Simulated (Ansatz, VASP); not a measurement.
## Zn in VASP and in Ansatz

Contents of INCAR:

```
PREC = Accurate
ENCUT = 520
EDIFF = 1E-6
ISMEAR = 0
SIGMA = 0.15
LREAL = False
LASPH = True
NELM = 80
ALGO = Normal
ISIF = 2
LWAVE = False
LCHARG = False
NBANDS = 12
```

The input KPOINTS:

```
regular mesh
0
Gamma
  22 22 22
```

POSCAR

```
Zn
1.0
   -1.4643832121      1.4643832121      1.4643832121
    1.4643832121     -1.4643832121      1.4643832121
    1.4643832121      1.4643832121     -1.4643832121
Zn
1
Direct
    0.0000000000      0.0000000000      0.0000000000
```

Input for Ansatz:

```yaml
crystal:
  lattice:
    - [-1.4643832121, 1.4643832121, 1.4643832121]
    - [1.4643832121, -1.4643832121, 1.4643832121]
    - [1.4643832121, 1.4643832121, -1.4643832121]
  atoms:
    - { symbol: Zn, position: [0.0, 0.0, 0.0] }
basis:
  ecutwfc: 520.0
kpoints:
  mp_grid: { grid: [22, 22, 22] }
hamiltonian:
  xc: lda
  pseudopotentials: { kind: paw }
scf:
  occupations: { method: gaussian, width: 0.15 }
output:
  forces: true
  stress: true
  eigenvalues: true
```

Alike in both runs: task single point; functional LDA; k mesh 22 × 22 × 22; occupations gaussian, width 0.15 eV; no spin polarisation.

```csv
,VASP,Ansatz
version,VASP 6.6.1,Ansatz 0.2.0
potentials or method,"VASP PAW LDA potentials, release 64 (Zn), cutoff 520 eV","scalar-relativistic, plane waves, PAW"
valence electrons in the cell,12,12
```

```csv
,VASP,Ansatz,Ansatz less VASP
gap on the k mesh at the Fermi level (eV),none,none,-
pressure (GPa),11.0,10.0,-0.95
```

LDA's correlation is that of Perdew and Zunger in VASP and of Perdew and Wang (1992) in Ansatz. A gap of «none» marks a metal or a gap that the smearing closes.
